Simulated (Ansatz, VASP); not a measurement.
## Two plane-wave programs on Ti

```xyz
2
Lattice="2.8863 0.0000 0.0000 -1.4432 2.4996 0.0000 0.0000 0.0000 4.5737" Properties=species:S:1:pos:R:3 pbc="T T T"
Ti    0.0000    1.6664    1.1434
Ti    1.4432    0.8332    3.4303
```

Alike in both runs: functional PBE; dispersion D3(BJ); k mesh 18 × 18 × 10; occupations gaussian, width 0.1 eV; no spin polarisation.

Ansatz relaxed the structure, and its values are those at the end. VASP's run is a single point on that final structure, the one shown.

|  | VASP | Ansatz |
| --- | --- | --- |
| version | VASP 6.6.1 | Ansatz 0.2.0 |
| potentials or method | VASP PAW PBE potentials, release 64 (Ti_sv), cutoff 500 eV | scalar-relativistic, plane waves, PAW |
| valence electrons in the cell | 24 | 24 |

|  | VASP | Ansatz | Ansatz less VASP |
| --- | --- | --- | --- |
| gap on the k mesh at the Fermi level (eV) | none | none | - |
| pressure (GPa) | -0.3 | 0.0 | +0.34 |

A gap of «none» marks a metal or a gap that the smearing closes.
